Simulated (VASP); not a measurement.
Write the native input for VASP 6.6.1 that does the following.

```
Task                   : single point
Functional             : PBE
Dispersion             : D3(BJ)
Potentials or basis    : VASP PAW PBE potentials, release 64 (Pt, S, K_sv)
Cutoff                 : 520 eV
k mesh                 : 6 × 6 × 4
Occupations            : gaussian, width 0.1 eV
Spin                   : no spin polarisation
Dipole correction      : no
Further INCAR settings : ALGO = Normal; EDIFF = 1e-07; NBANDS = 60
```

The structure of KPt4S8 lies in POSCAR:

```
KPt4S8
1.0
    7.1189346987      0.0000000000      0.0000000000
   -3.5594673493      6.1651782969      0.0000000000
    0.0000000000      0.0000000000      7.2986987919
Pt S K
4 8 1
Direct
    0.5000000000      0.5000000000      0.0000000000
    0.5000000000      0.0000000000      0.0000000000
    0.0000000000      0.5000000000      0.0000000000
    0.0000000000      0.0000000000      0.0000000000
    0.1653355856      0.3326677928      0.1696220854
    0.1666666667      0.8333333333      0.1723793964
    0.6673322072      0.3326677928      0.1696220854
    0.6673322072      0.8346644144      0.1696220854
    0.3326677928      0.1653355856      0.8303779146
    0.3326677928      0.6673322072      0.8303779146
    0.8333333333      0.1666666667      0.8276206036
    0.8346644144      0.6673322072      0.8303779146
    0.5000000000      0.5000000000      0.5000000000
```

The input as run:

INCAR

```
ALGO = Normal
EDIFF = 1E-7
ENCUT = 520
GGA = PE
ISIF = 2
ISMEAR = 0
IVDW = 12
LASPH = T
LCHARG = T
LELF = T
LREAL = F
LVHAR = T
LWAVE = F
NBANDS = 60
NELM = 80
PREC = Accurate
SIGMA = 0.1
```

KPOINTS

```
k-points
0
Gamma
  6 6 4
```

Potentials or basis: VASP PAW PBE potentials, release 64 (Pt, S, K_sv).

Command:

```sh
$ cat potpaw_PBE.64/Pt/POTCAR potpaw_PBE.64/S/POTCAR potpaw_PBE.64/K_sv/POTCAR > POTCAR
$ mpirun -np 1 vasp_std > vasp.out
```

Results of the run:

The pressure is -0.3 GPa, the largest force is 0.047 eV/Å and the dispersion energy per atom is -0.326 eV.

Caveat: pairwise dispersion overbinds metals, which lowers pressure and volume.

Run time: 21 min on 1 thread of Oxide Virtual Turin-like Processor, on a shared host, peak memory 0.59 GiB.
